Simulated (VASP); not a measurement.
# W2Br2F (P6/mmm) in VASP: further runs

The runs below take W2Br2F through single point, with PBE.

Everything below comes from runs of VASP 6.6.1. Logs are shortened: lines on timing, memory, paths and dates and some standing lists are left out, and cuts for length are marked.

**1. The cell of the first run**

The structure is hexagonal, space group P6/mmm (No. 191). Conventional cell: a = 5.495 Å, b = 5.495 Å, c = 6.021 Å, α = 90.00°, β = 90.00°, γ = 120.00°. W (site symmetry 6mm) has 1 W at 2.00 Å and 1 F at 2.01 Å within 2.7 Å. Br (site symmetry -6m2) has 3 F at 3.17 Å and 3 Br at 3.17 Å and 6 W at 3.76 Å within 4.2 Å. Within 2.7 Å of F (site symmetry 6/mmm) lie 2 W at 2.01 Å.

The cell was generated, and may not be a known phase.

**2. Single point, PBE, collinear spin, zero start**

File INCAR:

```
PREC = Accurate
ENCUT = 520
EDIFF = 1E-7
ISMEAR = 0
SIGMA = 0.1
LREAL = F
LASPH = T
NELM = 150
ALGO = Normal
ISIF = 2
LWAVE = F
LCHARG = T
ISPIN = 2
MAGMOM = 0 0 0 0 0
LORBIT = 11
LMAXMIX = 4
GGA = PE
LELF = T
LVHAR = T
NBANDS = 36
```

File KPOINTS:

```
Automatic mesh
0
Gamma
  6 6 4
```

File POSCAR:

```
W2Br2F
1.0
    5.4945689219      0.0000000000      0.0000000000
   -2.7472844609      4.7584362692      0.0000000000
    0.0000000000      0.0000000000      6.0208100811
W Br F
2 2 1
Direct
    0.0000000000      0.0000000000      0.3337137385
    0.0000000000      0.0000000000      0.6662862615
    0.3333333333      0.6666666667      0.0000000000
    0.6666666667      0.3333333333      0.0000000000
    0.0000000000      0.0000000000      0.0000000000
```

Potentials or basis: VASP PAW PBE potentials, release 64 (W_sv, Br, F).

Run with:

```console
$ cat potpaw_PBE.64/W_sv/POTCAR potpaw_PBE.64/Br/POTCAR potpaw_PBE.64/F/POTCAR > POTCAR
$ mpirun -np 1 vasp_std > vasp.out
```

OUTCAR:

```text
PREC = Accurate
   ENCUT = 520
   EDIFF = 1E-7
   ISMEAR = 0
   LREAL = F
   LASPH = T
   NELM = 150
   ISIF = 2
   ISPIN = 2
   LORBIT = 11
   GGA = PE

 ion  position               nearest neighbor table
   1  0.000  0.000  0.334-   2 2.00   5 2.01
   2  0.000  0.000  0.666-   1 2.00   5 2.01
   3  0.333  0.667  0.000-
   4  0.667  0.333  0.000-
   5  0.000  0.000  0.000-   1 2.01   2 2.01

  LATTYP: Found a hexagonal cell.
 ALAT       =     5.4945689219
 C/A-ratio  =     1.0957747854

  Lattice vectors:

 A1 = (   5.4945689219,   0.0000000000,   0.0000000000)
 A2 = (  -2.7472844609,   4.7584362692,   0.0000000000)
 A3 = (   0.0000000000,   0.0000000000,   6.0208100811)

Analysis of symmetry for initial positions (statically):
=====================================================================
 Subroutine PRICEL returns:
 Original cell was already a primitive cell.

 Routine SETGRP: Setting up the symmetry group for a
 hexagonal supercell.

 Subroutine GETGRP returns: Found 24 space group operations
 (whereof 24 operations were pure point group operations)
 out of a pool of 24 trial point group operations.

The static configuration has the point symmetry D_6h.

Analysis of symmetry for dynamics (positions and initial velocities):
=====================================================================
 Subroutine PRICEL returns:
 Original cell was already a primitive cell.

 Routine SETGRP: Setting up the symmetry group for a
 hexagonal supercell.

 Subroutine GETGRP returns: Found 24 space group operations
 (whereof 24 operations were pure point group operations)
 out of a pool of 24 trial point group operations.

The dynamic configuration has the point symmetry D_6h.

Analysis of structural, dynamic, and magnetic symmetry:
=====================================================================
 Subroutine PRICEL returns:
 Original cell was already a primitive cell.

 Routine SETGRP: Setting up the symmetry group for a
 hexagonal supercell.

 Subroutine GETGRP returns: Found 24 space group operations
 (whereof 24 operations were pure point group operations)
 out of a pool of 24 trial point group operations.

The overall configuration has the point symmetry D_6h.

 Subroutine INISYM returns: Found 24 space group operations
 (whereof 24 operations are pure point group operations),
 and found     1 'primitive' translations

----------------------------------------------------------------------------------------

                                     Primitive cell

  volume of cell :     157.4174

  direct lattice vectors                    reciprocal lattice vectors
     5.494568922  0.000000000  0.000000000     0.181997899  0.105076536  0.000000000
    -2.747284461  4.758436269  0.000000000     0.000000000  0.210153072  0.000000000
     0.000000000  0.000000000  6.020810081     0.000000000  0.000000000  0.166090607

  length of vectors
     5.494568922  5.494568922  6.020810081     0.210153072  0.210153072  0.166090607

  position of ions in fractional coordinates (direct lattice)
     0.000000000  0.000000000  0.333713739
     0.000000000  0.000000000  0.666286261
     0.333333333  0.666666667  0.000000000
     0.666666667  0.333333333  0.000000000
     0.000000000  0.000000000  0.000000000

  ion indices of the primitive-cell ions
   primitive index   ion index
                 1           1
                 2           2
                 3           3
                 4           4
                 5           5

----------------------------------------------------------------------------------------

 KPOINTS: Automatic mesh

Automatic generation of k-mesh.
 Grid dimensions read from file:
 generate k-points for:    6    6    4

 Generating k-lattice:

  Cartesian coordinates                     Fractional coordinates (reciprocal lattice)
     0.030332983  0.017512756  0.000000000     0.166666667 -0.000000000  0.000000000
     0.000000000  0.035025512  0.000000000     0.000000000  0.166666667  0.000000000
     0.000000000  0.000000000  0.041522652     0.000000000  0.000000000  0.250000000

  Length of vectors
     0.035025512  0.035025512  0.041522652

  Shift w.r.t. Gamma in fractional coordinates (k-lattice)
     0.000000000  0.000000000  0.000000000

 Subroutine IBZKPT returns following result:
 ===========================================

 Found     21 irreducible k-points:

 Following reciprocal coordinates:
            Coordinates               Weight
  0.000000  0.000000  0.000000      1.000000
  0.166667  0.000000  0.000000      6.000000
  0.333333  0.000000  0.000000      6.000000
  0.500000  0.000000  0.000000      3.000000
  0.166667  0.166667  0.000000      6.000000
  0.333333  0.166667  0.000000     12.000000
[... 13 lines left out ...]
  0.333333  0.166667  0.500000     12.000000
  0.333333  0.333333  0.500000      2.000000
   k-points           NKPTS =     21   k-points in BZ     NKDIM =     21   number of bands    NBANDS=     36
[... 64 lines left out ...]
  free energy    TOTEN  =       -23.65700313 eV

  energy without entropy =      -23.62103103  energy(sigma->0) =      -23.63901708

 E-fermi :   1.0043     XC(G=0):  -8.1435

 val. band max:        0.9954780067   @ k =   0.3333   0.1667   0.5000
 cond. band min:       1.0116845857   @ k =   0.3333   0.0000   0.0000
 fundamental gap:      0.0162065789
 Fermi energy:         1.0043480688

 spin component 1

 k-point     1 :       0.0000    0.0000    0.0000
  band No.  band energies     occupation
      1     -73.3375      1.00000
      2     -72.4933      1.00000
      3     -39.8866      1.00000
      4     -37.3770      1.00000
      5     -37.3770      1.00000
      6     -36.6498      1.00000
[... 28 lines left out ...]
     35       8.8947      0.00000
     36       9.6208      0.00000

 k-point     2 :       0.1667    0.0000    0.0000
  band No.  band energies     occupation
      1     -73.3375      1.00000
      2     -72.4933      1.00000
      3     -39.8866      1.00000
      4     -37.3770      1.00000
      5     -37.3770      1.00000
      6     -36.6498      1.00000
[... 28 lines left out ...]
     35       9.2287      0.00000
     36       9.5026      0.00000
[... 700 lines left out ...]
     35       8.5086      0.00000
     36       9.4118      0.00000

 k-point    21 :       0.3333    0.3333    0.5000
  band No.  band energies     occupation
      1     -73.3373      1.00000
      2     -72.4936      1.00000
      3     -39.8549      1.00000
      4     -37.3761      1.00000
      5     -37.3761      1.00000
      6     -36.6510      1.00000
[... 28 lines left out ...]
     35       8.9382      0.00000
     36       8.9578      0.00000
 Fermi energy:         1.0043480688

 spin component 2

 k-point     1 :       0.0000    0.0000    0.0000
  band No.  band energies     occupation
      1     -73.3375      1.00000
      2     -72.4933      1.00000
      3     -39.8866      1.00000
      4     -37.3770      1.00000
      5     -37.3770      1.00000
      6     -36.6498      1.00000
[... 28 lines left out ...]
     35       8.8947      0.00000
     36       9.6208      0.00000

 k-point     2 :       0.1667    0.0000    0.0000
  band No.  band energies     occupation
      1     -73.3376      1.00000
      2     -72.4933      1.00000
      3     -39.8866      1.00000
      4     -37.3770      1.00000
      5     -37.3770      1.00000
      6     -36.6498      1.00000
[... 28 lines left out ...]
     35       9.2287      0.00000
     36       9.4855      0.00000
[... 700 lines left out ...]
     35       8.5086      0.00000
     36       9.4118      0.00000

 k-point    21 :       0.3333    0.3333    0.5000
  band No.  band energies     occupation
      1     -73.3373      1.00000
      2     -72.4936      1.00000
      3     -39.8549      1.00000
      4     -37.3761      1.00000
      5     -37.3761      1.00000
      6     -36.6510      1.00000
[... 28 lines left out ...]
     35       8.9382      0.00000
     36       8.9405      0.00000

------------------------ aborting loop because EDIFF is reached ----------------------------------------

  FORCE on cell =-STRESS in cart. coord.  units (eV):
  Direction    XX          YY          ZZ          XY          YZ          ZX
  --------------------------------------------------------------------------------------
  -------------------------------------------------------------------------------------
  Total       -0.0307893     -0.0307893      3.4488821     -0.0000000     -0.0000000     -0.0000000
  in kB       -0.3133697     -0.3133697     35.1023439     -0.0000000     -0.0000000     -0.0000000
  external PRESSURE =      11.4918682 kB  Pullay stress =       0.0000000 kB

 VOLUME and BASIS-vectors are now :
 -----------------------------------------------------------------------------
  energy-cutoff  :      520.00
  volume of cell :      157.42
      direct lattice vectors                 reciprocal lattice vectors
     5.494568922  0.000000000  0.000000000     0.181997899  0.105076536  0.000000000
    -2.747284461  4.758436269  0.000000000     0.000000000  0.210153072  0.000000000
     0.000000000  0.000000000  6.020810081     0.000000000  0.000000000  0.166090607

 POSITION                                       TOTAL-FORCE (eV/Angst)
 -----------------------------------------------------------------------------------
      0.00000      0.00000      2.00923        -0.000000      0.000000     -1.282110
      0.00000      0.00000      4.01158         0.000000     -0.000000      1.282110
     -0.00000      3.17229      0.00000         0.000000     -0.000000      0.000000
      2.74728      1.58615      0.00000        -0.000000      0.000000      0.000000
      0.00000      0.00000      0.00000        -0.000000     -0.000000      0.000000
 -----------------------------------------------------------------------------------
    total drift:                               -0.000000      0.000000      0.000000

  FREE ENERGIE OF THE ION-ELECTRON SYSTEM (eV)
  ---------------------------------------------------
  free  energy   TOTEN  =       -23.6570031277 eV

  energy  without entropy=      -23.6210310325  energy(sigma->0) =      -23.63901708

 total charge

# of ion       s       p       d       tot
------------------------------------------
    1        2.295   6.092   3.796  12.183
    2        2.295   6.092   3.796  12.183
    3        1.631   3.121   0.011   4.763
    4        1.631   3.121   0.011   4.763
    5        1.752   4.357   0.000   6.109
--------------------------------------------------
tot          9.603  22.783   7.615  40.001

 magnetization (x)

# of ion       s       p       d       tot
------------------------------------------
    1       -0.000  -0.000  -0.000  -0.000
    2       -0.000  -0.000  -0.000  -0.000
    3       -0.000  -0.000  -0.000  -0.000
    4       -0.000  -0.000  -0.000  -0.000
    5       -0.000   0.000   0.000   0.000
--------------------------------------------------
tot         -0.000  -0.000  -0.000  -0.000
```

Run time: 2.4 min. Hardware: 1 thread of Intel Xeon 6975P-C (Granite Rapids), shared host; peak memory 0.45 GiB.

What came out:

```
Free energy                                           : -23.6570 eV
Pressure                                              : 1.1 GPa
Largest force                                         : 1.282 eV/Å
Net moment                                            : 0.00 μB per cell
Valence electrons inside the program's atomic spheres : W 12.18; Br 4.76; F 6.11
```

Forces in eV/Å, atoms in the order of the input:
```
W    0.000  0.000 -1.282
W    0.000  0.000  1.282
Br   0.000  0.000  0.000
Br   0.000  0.000  0.000
F    0.000  0.000  0.000
```

Stress tensor (GPa, compression positive):
```
-0.03  0.00  0.00
 0.00 -0.03  0.00
 0.00  0.00  3.51
```

Caveat: atoms lie so close that the PAW spheres overlap strongly, which falsifies energies and pressures; no moment was typed at the start, so none could form; spin-orbit coupling is left out, which moves the levels of the heavy elements; forces of over 1 eV/Å act on the atoms, so gaps and moduli don't describe the material at rest.

**3. Single point, PBE**

File INCAR:

```
SYSTEM = W2Br2F
PREC = Accurate
ENCUT = 520
EDIFF = 1E-7
ISMEAR = 0
SIGMA = 0.1
LREAL = .FALSE.
LASPH = .TRUE.
NELM = 60
ALGO = Normal
ISIF = 2
LWAVE = .FALSE.
LCHARG = .FALSE.
GGA = PE
NBANDS = 32
```

File KPOINTS:

```
Automatic mesh
0
G
  12 12 6
  0 0 0
```

File POSCAR:

```
W2Br2F
1.0
    5.4923678531      0.0000000000      0.0000000000
   -2.7461839265      4.7565300877      0.0000000000
    0.0000000000      0.0000000000      6.0220591025
W Br F
2 2 1
Direct
    0.0000000000      0.0000000000      0.3340329592
    0.0000000000      0.0000000000      0.6659670408
    0.3333333333      0.6666666667      0.0000000000
    0.6666666667      0.3333333333      0.0000000000
    0.0000000000      0.0000000000      0.0000000000
```

Potentials or basis: VASP PAW PBE potentials, release 64 (W_sv, Br, F).

Run with:

```console
$ cat potpaw_PBE.64/W_sv/POTCAR potpaw_PBE.64/Br/POTCAR potpaw_PBE.64/F/POTCAR > POTCAR
$ mpirun -np 1 vasp_std > vasp.out
```

It took 3.9 min on 1 thread of Intel Xeon 6975P-C (Granite Rapids), shared host; peak memory 0.51 GiB.

The run converged. Its results:

- Free energy: -23.6273 eV
- Pressure: 1.3 GPa
- Largest force: 1.426 eV/Å
- Band gap on the k mesh: zero (an odd number of electrons rules out a gap without spin polarisation)

Forces on the atoms (eV/Å):
```
W    0.000  0.000 -1.426
W    0.000  0.000  1.426
Br   0.000  0.000  0.000
Br   0.000  0.000  0.000
F    0.000  0.000  0.000
```

Stress tensor (GPa, compression positive):
```
-0.05  0.00  0.00
 0.00 -0.05  0.00
 0.00  0.00  3.97
```

Levels at points of the mesh, in eV from the Fermi level:
| k point | band 21 | band 22 | band 23 | band 24 | band 25 | band 26 | band 27 | band 28 | band 29 | band 30 |
| --- | --- | --- | --- | --- | --- | --- | --- | --- | --- | --- |
| (0.00, 0.00, 0.00) | -1.09 | -0.70 | -0.57 | -0.57 | -0.17 | -0.17 | 1.61 | 1.61 | 2.62 | 3.27 |
| (0.50, 0.00, 0.00) | -1.31 | -0.96 | -0.70 | -0.47 | -0.12 | 0.37 | 1.78 | 1.82 | 2.02 | 3.06 |
| (0.00, 0.00, 0.50) | -0.58 | -0.58 | -0.47 | -0.44 | -0.44 | 1.32 | 1.66 | 1.88 | 1.88 | 4.55 |
| (0.50, 0.00, 0.50) | -1.05 | -0.95 | -0.30 | -0.23 | 0.04 | 1.63 | 1.72 | 1.97 | 2.29 | 4.03 |

Caveat: atoms lie so close that the PAW spheres overlap strongly, which falsifies energies and pressures; spin-orbit coupling is left out, which moves the levels of the heavy elements; an odd number of electrons without spin polarisation forces a metal; a magnetic or distorted state may lie lower.

**4. Single point, PBE, collinear spin**

This run uses another cell than the first one, of 28.03 Å³/atom.

File INCAR:

```
ALGO = Normal ; EDIFF = 1E-6
ENCUT = 520 ; GGA = PE
ISIF = 2 ; ISMEAR = 0
ISPIN = 2 ; LASPH = T
LCHARG = F ; LMAXMIX = 4
LORBIT = 11 ; LREAL = F
LWAVE = F ; MAGMOM = 0.99 0.99 -0.08 -0.08 0.04
NBANDS = 36 ; NELM = 150
PREC = Accurate ; SIGMA = 0.1
```

File KPOINTS:

```
k-points
0
Gamma
  6 6 4
```

File POSCAR:

```
W2Br2F
1.0
    4.9840690800      0.0000000000      0.0000000000
   -2.4920345400      4.3163304400      0.0000000000
    0.0000000000      0.0000000000      6.5144348400
W Br F
2 2 1
Direct
    0.0000000000      0.0000000000      0.2592106700
    0.0000000000      0.0000000000      0.7407893300
    0.3333333300      0.6666666700      0.0000000000
    0.6666666700      0.3333333300      0.0000000000
    0.0000000000      0.0000000000      0.0000000000
```

Run with:

```console
$ cat potpaw_PBE.64/W_sv/POTCAR potpaw_PBE.64/Br/POTCAR potpaw_PBE.64/F/POTCAR > POTCAR
$ mpirun -np 1 vasp_std > vasp.out
```

It took 4.3 min on 1 thread of Intel Xeon 6975P-C (Granite Rapids), shared host; peak memory 0.42 GiB.

Results (log left out):

| Item | Value |
| --- | --- |
| Free energy | -18.2575 eV |
| Pressure | 19.1 GPa |
| Largest force | 13.183 eV/Å |
| Net moment | 6.81 μB per cell |
| Site moments | W +2.62; Br -0.07; F +0.00 μB |
| Valence electrons inside the program's atomic spheres | W 11.88; Br 4.84; F 6.30 |

Forces in eV/Å, atoms in the order of the input:
```
W     0.000   0.000  13.183
W     0.000   0.000 -13.183
Br    0.000   0.000   0.000
Br    0.000   0.000   0.000
F     0.000   0.000   0.000
```

Stress tensor (GPa, compression positive):
```
 7.64  0.00  0.00
 0.00  7.64  0.00
 0.00  0.00 42.10
```

Levels at points of the mesh, in eV from the Fermi level:
Spin up:
```csv
k point,band 25,band 26,band 27,band 28,band 29,band 30,band 31,band 32
"(0.00, 0.00, 0.00)",-0.81,-0.81,-0.69,-0.69,-0.19,-0.19,0.90,5.43
"(0.50, 0.00, 0.00)",-0.85,-0.79,-0.57,-0.35,-0.34,0.10,0.47,2.84
"(0.00, 0.00, 0.50)",-1.44,-1.13,-0.47,-0.47,1.25,1.33,1.33,4.74
"(0.50, 0.00, 0.50)",-1.05,-0.33,-0.06,0.56,0.62,1.14,1.19,3.20
```
Spin down:
```
           k point  band 19  band 20  band 21  band 22  band 23  band 24
(0.00, 0.00, 0.00)    -1.59    -1.59    -1.42     0.52     1.10     1.10
(0.50, 0.00, 0.00)    -1.77    -1.21    -0.39     0.71     0.89     1.09
(0.00, 0.00, 0.50)    -1.59    -1.59    -0.13     0.13     0.13     0.31
(0.50, 0.00, 0.50)    -1.77    -1.19    -0.15    -0.02     0.07     1.22
```

Caveat: the stress differs along the axes, from 8 to 42 GPa; spin-orbit coupling is left out, which moves the levels of the heavy elements; forces of over 1 eV/Å act on the atoms, so gaps and moduli don't describe the material at rest.

**5. Overview**

| spin | cell | k mesh | gap on the mesh (eV) | pressure (GPa) | moment (μB) | largest force (eV/Å) |
| --- | --- | --- | --- | --- | --- | --- |
| collinear, zero start | a = 5.495, b = 5.495, c = 6.021 Å, angles 90.0, 90.0, 120.0°, 5 atoms, atomic positions A | 6 × 6 × 4 | none | 1.1 | 0.00 | 1.28 |
| off | a = 5.492, b = 5.492, c = 6.022 Å, angles 90.0, 90.0, 120.0°, 5 atoms, atomic positions B | 12 × 12 × 6 | none | 1.3 | - | 1.43 |
| collinear | a = 4.984, b = 4.984, c = 6.514 Å, angles 90.0, 90.0, 120.0°, 5 atoms, atomic positions C | 6 × 6 × 4 | none | 19.1 | 6.81 | 13.18 |

Alike in all rows: task single point; level PBE; potentials or basis VASP PAW PBE potentials, release 64 (W_sv, Br, F); cutoff (eV) 520; smearing gaussian 0.1 eV.

Caveats: spin-orbit coupling is left out, which moves the levels of the heavy elements; atoms lie so close that the PAW spheres overlap strongly, which falsifies energies and pressures (at least some runs); forces of over 1 eV/Å act on the atoms, so gaps and moduli don't describe the material at rest (at least some runs); no moment was typed at the start, so none could form (at least some runs); an odd number of electrons without spin polarisation forces a metal (at least some runs); a magnetic or distorted state may lie lower (at least some runs); the stress differs along the axes, from 8 to 42 GPa (at least some runs).

Absolute energies hang on the potentials; compare differences alone.

The gap in the log of VASP goes by the Fermi energy; the results here count the filled bands.